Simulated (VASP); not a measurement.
Input of a VASP 6.6.1 run:

INCAR

```
ALGO     = Normal         # electronic algorithm
EDIFF    = 1E-6           # SCF threshold, eV
ENCUT    = 600            # plane-wave cutoff, eV
GGA      = PE             # functional
GGA_COMPAT= False        
ISIF     = 2              # what is computed and relaxed
ISMEAR   = -1             # smearing method
ISPIN    = 2              # spin polarisation
KPAR     = 4            
LASPH    = True           # aspherical terms in the spheres
LCHARG   = False          # write CHGCAR
LMAXMIX  = 4              # l up to which the mixer works
LORBIT   = 11             # projections on sites
LREAL    = False          # projectors in reciprocal space
LWAVE    = False          # write WAVECAR
MAGMOM   = 1 1 0 0 0 0    # initial moments
NBANDS   = 38             # bands
NELM     = 200            # most SCF steps
PREC     = Accurate       # precision mode
SIGMA    = 0.05           # smearing width, eV
```

Contents of KPOINTS:

```
k-points
0
Gamma
  10 10 16
```

File POSCAR:

```
VO2
1.0
    4.5546000000      0.0000000000      0.0000000000
    0.0000000000      4.5546000000      0.0000000000
    0.0000000000      0.0000000000      2.9098560000
V O
2 4
Direct
    0.0000000000      0.0000000000      0.0000000000
    0.5000000000      0.5000000000      0.5000000000
    0.3010731317      0.3010731317      0.0000000000
    0.1989268683      0.8010731317      0.5000000000
    0.6989268683      0.6989268683      0.0000000000
    0.8010731317      0.1989268683      0.5000000000
```

Potentials or basis: VASP PAW PBE potentials, release 64 (V_sv, O).

The run is started by

```bash
$ cat potpaw_PBE.64/V_sv/POTCAR potpaw_PBE.64/O/POTCAR > POTCAR
$ mpirun -np 4 vasp_std > vasp.out
```

Problem. Estimate the pressure.

Solution. -2.6 GPa.

Problem. Predict the largest force.

Solution. 0.021 eV/Å.

Problem. Predict the site moments.

Solution. V +1.06; O -0.06 μB.

Stress tensor (GPa, compression positive):
```
 0.04  0.00  0.00
 0.00  0.04  0.00
 0.00  0.00 -7.86
```

Caveat: the cell differs from its parent crystal (z stretched by +2 %, then relaxed in part).
